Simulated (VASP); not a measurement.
Here is a VASP 6.6.1 calculation.

The input INCAR:

```
PREC = Accurate
ENCUT = 600
EDIFF = 1E-6
ISMEAR = 0
SIGMA = 0.1
LREAL = F
LASPH = T
NELM = 80
ALGO = Normal
ISIF = 3
LWAVE = F
LCHARG = F
GGA = PE
IBRION = 2
NSW = 90
EDIFFG = -0.04
```

The input KPOINTS:

```
regular mesh
0
Gamma
  6 6 6
```

POSCAR

```
ReBiH4
1.0
    0.0000000000      3.2000527993      3.2000527993
    3.2000527993      0.0000000000      3.2000527993
    3.2000527993      3.2000527993      0.0000000000
Re Bi H
1 1 4
Direct
    0.7500000000      0.7500000000      0.7500000000
    0.0000000000      0.0000000000      0.0000000000
    0.3750000000      0.8750000000      0.3750000000
    0.3750000000      0.3750000000      0.8750000000
    0.3750000000      0.3750000000      0.3750000000
    0.8750000000      0.3750000000      0.3750000000
```

Potentials or basis: VASP PAW PBE potentials, release 64 (Re, Bi_d, H).

Command:

```sh
$ cat potpaw_PBE.64/Re/POTCAR potpaw_PBE.64/Bi_d/POTCAR potpaw_PBE.64/H/POTCAR > POTCAR
$ mpirun -np 1 vasp_std > vasp.out
```

Task: Predict the band gap on the k mesh.

Result: Zero (band 13 reaches 6.95 eV, above the bottom of band 14 at 5.18 eV).

Task: What does it give for the relaxed cell?

Result: a = 4.432 Å, b = 4.432 Å, c = 4.432 Å, α = 60.00°, β = 60.00°, γ = 60.00°.

Task: What does it give for the space group after relaxing (to 0.05 Å)?

Result: F-43m (No. 216).

Task: Estimate the relaxed volume.

Result: 10.26 Å³/atom.

The path:
```csv
step,energy change (eV),largest force (eV/Å),pressure (GPa),volume (Å³)
1,0.0000,0.1370,-7.61,65.54
2,-0.1228,0.1365,0.19,60.74
3,-0.1228,0.1365,0.14,60.77
4,-0.1264,0.1329,0.13,60.77
5,-0.1366,0.1224,0.14,60.77
6,-0.1548,0.1045,0.19,60.77
7,-0.1849,0.0870,0.45,60.78
8,-0.2313,0.0417,1.12,60.78
9,0.2581,1.5013,6.57,60.78
10,-0.2327,0.0358,1.18,60.78
11,-0.2211,0.0386,-3.08,63.22
12,-0.2361,0.0360,-0.28,61.55
```

Caveat: spin-orbit coupling is left out, which moves the levels of the heavy elements.
